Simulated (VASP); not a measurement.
# Hf3NbO (R-3m) in VASP: single point with PBE

Aim: the single point of Hf3NbO with PBE.

All numbers are computed with VASP 6.6.1; they aren't measurements. Logs are shortened: lines on timing, memory, paths and dates and some standing lists are left out, and cuts for length are marked.

### Step 1. The cell of the first run

It takes space group R-3m (No. 166, trigonal). The conventional cell has a = 4.758 Å, b = 4.758 Å, c = 13.798 Å, α = 90.00°, β = 90.00°, γ = 120.00°. Hf (site symmetry 2/m) has 4 Hf at 2.38 Å and 2 O at 2.38 Å and 2 Nb at 2.68 Å within 3.1 Å. Within 3.5 Å of Nb (site symmetry -3m) lie 6 Hf at 2.68 Å. Within 3.1 Å of O (site symmetry -3m) lie 6 Hf at 2.38 Å.

### Step 2. Single point, PBE

Input file INCAR:

```
PREC     = Accurate       # precision mode
ENCUT    = 520            # plane-wave cutoff, eV
EDIFF    = 1E-6           # SCF threshold, eV
ISMEAR   = 0              # smearing method
SIGMA    = 0.1            # smearing width, eV
LREAL    = False          # projectors in reciprocal space
LASPH    = True           # aspherical terms in the spheres
NELM     = 100            # most SCF steps
ALGO     = Normal         # electronic algorithm
ISIF     = 2              # what is computed and relaxed
LWAVE    = False          # write WAVECAR
LCHARG   = False          # write CHGCAR
GGA      = PE             # functional
NBANDS   = 32             # bands
```

Input file KPOINTS:

```
Automatic mesh
0
Gamma
  6 6 6
```

Input file POSCAR:

```
Hf3NbO
1.0
    2.3788009300      1.3734013600      4.5994562600
   -2.3788009300      1.3734013600      4.5994562600
    0.0000000000     -2.7468027100      4.5994562600
Hf Nb O
3 1 1
Direct
    0.5000000000      0.5000000000      0.0000000000
    0.0000000000      0.5000000000      0.5000000000
    0.5000000000      0.0000000000      0.5000000000
    0.5000000000      0.5000000000      0.5000000000
    0.0000000000      0.0000000000      0.0000000000
```

Potentials or basis: VASP PAW PBE potentials, release 64 (Hf_pv, Nb_sv, O).

Command:

```sh
$ cat potpaw_PBE.64/Hf_pv/POTCAR potpaw_PBE.64/Nb_sv/POTCAR potpaw_PBE.64/O/POTCAR > POTCAR
$ mpirun -np 1 vasp_std > vasp.out
```

OUTCAR:

```text
PREC = Accurate
   ENCUT = 520
   EDIFF = 1E-6
   ISMEAR = 0
   LREAL = False
   LASPH = True
   NELM = 100
   ISIF = 2
   GGA = PE

 ion  position               nearest neighbor table
   1  0.500  0.500  0.000-   2 2.38   3 2.38   3 2.38   2 2.38   5 2.38   5 2.38   4 2.68   4 2.68

   2  0.000  0.500  0.500-   1 2.38   5 2.38   5 2.38   1 2.38   3 2.38   3 2.38   4 2.68   4 2.68

   3  0.500  0.000  0.500-   1 2.38   5 2.38   1 2.38   5 2.38   2 2.38   2 2.38   4 2.68   4 2.68

   4  0.500  0.500  0.500-   1 2.68   1 2.68   3 2.68   2 2.68   3 2.68   2 2.68
   5  0.000  0.000  0.000-   2 2.38   3 2.38   2 2.38   3 2.38   1 2.38   1 2.38

  LATTYP: Found a trigonal (rhomboedric) cell.
 ALAT       =     5.3572309123
 COS(alpha) =     0.6056648755

  Lattice vectors:

 A1 = (   2.3788009300,   1.3734013600,   4.5994562600)
 A2 = (  -2.3788009300,   1.3734013600,   4.5994562600)
 A3 = (   0.0000000000,  -2.7468027100,   4.5994562600)

Analysis of symmetry for initial positions (statically):
=====================================================================
 Subroutine PRICEL returns:
 Original cell was already a primitive cell.

 Routine SETGRP: Setting up the symmetry group for a
 trigonal (rhombohedral) supercell.

 Subroutine GETGRP returns: Found 12 space group operations
 (whereof 12 operations were pure point group operations)
 out of a pool of 12 trial point group operations.

The static configuration has the point symmetry D_3d.

Analysis of symmetry for dynamics (positions and initial velocities):
=====================================================================
 Subroutine PRICEL returns:
 Original cell was already a primitive cell.

 Routine SETGRP: Setting up the symmetry group for a
 trigonal (rhombohedral) supercell.

 Subroutine GETGRP returns: Found 12 space group operations
 (whereof 12 operations were pure point group operations)
 out of a pool of 12 trial point group operations.

The dynamic configuration has the point symmetry D_3d.

 Subroutine INISYM returns: Found 12 space group operations
 (whereof 12 operations are pure point group operations),
 and found     1 'primitive' translations

----------------------------------------------------------------------------------------

                                     Primitive cell

  volume of cell :      90.1599

  direct lattice vectors                    reciprocal lattice vectors
     2.378800930  1.373401360  4.599456260     0.210189930  0.121353212  0.072472335
    -2.378800930  1.373401360  4.599456260    -0.210189930  0.121353212  0.072472335
     0.000000000 -2.746802710  4.599456260     0.000000000 -0.242706425  0.072472335

  length of vectors
     5.357230912  5.357230912  5.357230909     0.253295574  0.253295574  0.253295574

  position of ions in fractional coordinates (direct lattice)
     0.500000000  0.500000000  0.000000000
     0.000000000  0.500000000  0.500000000
     0.500000000  0.000000000  0.500000000
     0.500000000  0.500000000  0.500000000
     0.000000000  0.000000000  0.000000000

  ion indices of the primitive-cell ions
   primitive index   ion index
                 1           1
                 2           2
                 3           3
                 4           4
                 5           5

----------------------------------------------------------------------------------------

 KPOINTS: Automatic mesh

Automatic generation of k-mesh.
 Grid dimensions read from file:
 generate k-points for:    6    6    6

 Generating k-lattice:

  Cartesian coordinates                     Fractional coordinates (reciprocal lattice)
     0.035031655  0.020225535  0.012078722     0.166666667  0.000000000  0.000000000
    -0.035031655  0.020225535  0.012078722     0.000000000  0.166666667  0.000000000
     0.000000000 -0.040451071  0.012078722    -0.000000000 -0.000000000  0.166666667

  Length of vectors
     0.042215929  0.042215929  0.042215929

  Shift w.r.t. Gamma in fractional coordinates (k-lattice)
     0.000000000  0.000000000  0.000000000

 Subroutine IBZKPT returns following result:
 ===========================================

 Found     32 irreducible k-points:

 Following reciprocal coordinates:
            Coordinates               Weight
  0.000000  0.000000  0.000000      1.000000
  0.166667  0.000000  0.000000      6.000000
  0.333333 -0.000000  0.000000      6.000000
  0.500000  0.000000  0.000000      3.000000
  0.166667  0.166667  0.000000      6.000000
  0.333333  0.166667 -0.000000     12.000000
[... 16 lines left out ...]
  0.500000  0.500000  0.166667      6.000000
 -0.333333  0.500000  0.166667     12.000000
 [... further k-points ...]
   k-points           NKPTS =     32   k-points in BZ     NKDIM =     32   number of bands    NBANDS=     32
   number of dos      NEDOS =    301   number of ions     NIONS =      5
   total plane-waves  NPLWV =  64000
   dimension x,y,z NGX =    40 NGY =   40 NGZ =   40
   dimension x,y,z NGXF=    80 NGYF=   80 NGZF=   80
   ions per type =               3   1   1
   NGX,Y,Z   is equivalent  to a cutoff of  12.41, 12.41, 12.41 a.u.
   NGXF,Y,Z  is equivalent  to a cutoff of  24.83, 24.83, 24.83 a.u.
 SYSTEM =  unknown system
   PREC   = accura    normal or accurate (medium, high low for compatibility)
   ISTART =      0    job   : 0-new  1-cont  2-samecut
   ICHARG =      2    charge: 1-file 2-atom 10-const
   ISPIN  =      1    spin polarized calculation?
   LNONCOLLINEAR =      F non collinear calculations
   LSORBIT =      F    spin-orbit coupling
   LASPH  =      T    aspherical Exc in radial PAW
   ENCUT  =  520.0 eV  38.22 Ry    6.18 a.u.   9.96  9.96  9.96*2*pi/ulx,y,z
   NELM   =    100;   NELMIN=  2; NELMDL= -5     # of ELM steps
   EDIFF  = 0.1E-05   stopping-criterion for ELM
   LREAL  =      F    real-space projection
   EDIFFG = 0.1E-04   stopping-criterion for IOM
   NSW    =      0    number of steps for IOM
   IBRION =     -1    ionic relax: 0-MD 1-quasi-New 2-CG
   NFREE  =      0    steps in history (QN), initial steepest desc. (CG)
   ISIF   =      2    stress and relaxation
   ISYM   =      2    0-nonsym 1-usesym 2-fastsym
   POTIM  = 0.5000    time-step for ionic-motion
   TEBEG  =    0.0;   TEEND  =   0.0 temperature during run
   PSTRESS=    0.0 pullay stress
   NELECT =      49.0000    total number of electrons
   NUPDOWN=      -1.0000    fix difference up-down
   EMIN   =  10.00;   EMAX   =-10.00  energy-range for DOS
   EFERMI =   0.00;   METHOD = LEGACY
   ISMEAR =     0;   SIGMA  =   0.10  broadening in eV -4-tet -1-fermi 0-gaus
   EFERMI_NEDOS =   21; number of points for ismear=-14 and -15
   IALGO  =     38    algorithm
   IMIX   =      4    mixing-type and parameters
     AMIX     =   0.40;   BMIX     =  1.00
     AMIX_MAG =   1.60;   BMIX_MAG =  1.00
  volume/ion in A,a.u.               =      18.03       121.69
  Fermi-wavevector in a.u.,A,eV,Ry     =   1.335988  2.524650 24.284533  1.784863
  Thomas-Fermi vector in A             =   2.464649
   LORBIT       =      0    0 simple, 1 ext, 2 COOP (PROOUT), +10 PAW based schemes
   GGA     = PE    functional components
   LHFCALC =     F    Hartree Fock is set to
   AEXX    =    0.0000 exact exchange contribution
   IVDW    =     0    specifies the selected vdW correction
   LEPSILON=     F    determine dielectric tensor
   LRPA    =     F    only Hartree local field effects (RPA)
 non-spin polarized calculation
 Gauss-broadening in eV      SIGMA  =   0.10
  energy-cutoff  :      520.00
  volume of cell :       90.16
 maximum number of plane-waves:      2452
   NGX = 19   NGY = 19   NGZ = 19

 number of electron      48.9999999 magnetization

 Free energy of the ion-electron system (eV)
  ---------------------------------------------------
  ext. energy  EPLUGINS =         0.00000000
  ---------------------------------------------------
  free energy    TOTEN  =       -35.62365050 eV

  energy without entropy =      -35.60316818  energy(sigma->0) =      -35.61340934

 E-fermi :   5.7179     XC(G=0): -11.1828

 val. band max:        5.7021277621   @ k =  -0.3333   0.3333   0.3333
 cond. band min:       5.7369593201   @ k =   0.5000   0.1667   0.1667
 fundamental gap:      0.0348315580
 Fermi energy:         5.7178570134

 k-point     1 :       0.0000    0.0000    0.0000
  band No.  band energies     occupation
      1     -48.7333      2.00000
      2     -28.1126      2.00000
      3     -26.0136      2.00000
      4     -26.0136      2.00000
      5     -25.7727      2.00000
      6     -25.0646      2.00000
[... 24 lines left out ...]
     31      10.3382      0.00000
     32      12.4372      0.00000

 k-point     2 :       0.1667    0.0000    0.0000
  band No.  band energies     occupation
      1     -48.7336      2.00000
      2     -27.8811      2.00000
      3     -25.9878      2.00000
      4     -25.8371      2.00000
      5     -25.7092      2.00000
      6     -25.0625      2.00000
[... 24 lines left out ...]
     31       9.8625      0.00000
     32      11.0582      0.00000

 k-point     3 :       0.3333   -0.0000    0.0000
  band No.  band energies     occupation
      1     -48.7343      2.00000
      2     -27.3392      2.00000
      3     -25.8144      2.00000
      4     -25.5642      2.00000
      5     -25.3665      2.00000
      6     -25.0297      2.00000
[... 24 lines left out ...]
     31       8.9112      0.00000
     32       9.7797      0.00000

 k-point     4 :       0.5000    0.0000    0.0000
  band No.  band energies     occupation
      1     -48.7347      2.00000
      2     -27.0360      2.00000
      3     -25.5787      2.00000
      4     -25.1411      2.00000
      5     -25.1112      2.00000
      6     -24.9770      2.00000
[... 654 lines left out ...]
     31       8.7544      0.00000
     32       9.3495      0.00000

 k-point    23 :       0.5000    0.5000    0.1667
  band No.  band energies     occupation
      1     -48.7367      2.00000
      2     -27.1919      2.00000
      3     -25.8460      2.00000
      4     -25.3006      2.00000
      5     -25.3001      2.00000
      6     -24.9444      2.00000
[... 24 lines left out ...]
     31       8.1592      0.00000
     32       8.2469      0.00000

 k-point    24 :      -0.3333    0.5000    0.1667
  band No.  band energies     occupation
      1     -48.7362      2.00000
      2     -26.7506      2.00000
      3     -25.8312      2.00000
      4     -25.3734      2.00000
      5     -25.0426      2.00000
      6     -24.9232      2.00000
[... 24 lines left out ...]
     31       8.4295      0.00000
     32       8.9498      0.00000

 [... further k-points ...]
[... 5 lines left out ...]
  --------------------------------------------------------------------------------------
  -------------------------------------------------------------------------------------
  Total       28.8239044     28.8239044     10.5907222      0.0000000      0.0000000      0.0000000
  in kB      512.2123854    512.2123849    188.2013976      0.0000000      0.0000001      0.0000000
  external PRESSURE =     404.2087226 kB  Pullay stress =       0.0000000 kB

 VOLUME and BASIS-vectors are now :
 -----------------------------------------------------------------------------
  energy-cutoff  :      520.00
  volume of cell :       90.16
      direct lattice vectors                 reciprocal lattice vectors
     2.378800930  1.373401360  4.599456260     0.210189930  0.121353212  0.072472335
    -2.378800930  1.373401360  4.599456260    -0.210189930  0.121353212  0.072472335
     0.000000000 -2.746802710  4.599456260     0.000000000 -0.242706425  0.072472335

 POSITION                                       TOTAL-FORCE (eV/Angst)
 -----------------------------------------------------------------------------------
      0.00000      1.37340      4.59946        -0.000000     -0.000000      0.000000
     -1.18940     -0.68670      4.59946        -0.000000     -0.000000     -0.000000
      1.18940     -0.68670      4.59946         0.000000      0.000000      0.000000
      0.00000      0.00000      6.89918        -0.000000      0.000000      0.000000
      0.00000      0.00000      0.00000        -0.000000     -0.000000      0.000000
 -----------------------------------------------------------------------------------
    total drift:                               -0.000000      0.000000     -0.000000

  FREE ENERGIE OF THE ION-ELECTRON SYSTEM (eV)
  ---------------------------------------------------
  free  energy   TOTEN  =       -35.6236504989 eV

  energy  without entropy=      -35.6031681803  energy(sigma->0) =      -35.61340934
```

It took 3.5 min on 1 thread of Intel Xeon Platinum 8375C at 2.90GHz (Ice Lake), shared host; peak memory 0.27 GiB.

What came out:

```yaml
Free_energy: -35.6237 eV
Pressure: 40.4 GPa
```

Stress tensor (GPa, compression positive):
```
51.22  0.00  0.00
 0.00 51.22  0.00
 0.00  0.00 18.82
```

Caveat: spin-orbit coupling is left out, which moves the levels of the heavy elements; an odd number of electrons without spin polarisation forces a metal; a magnetic or distorted state may lie lower.
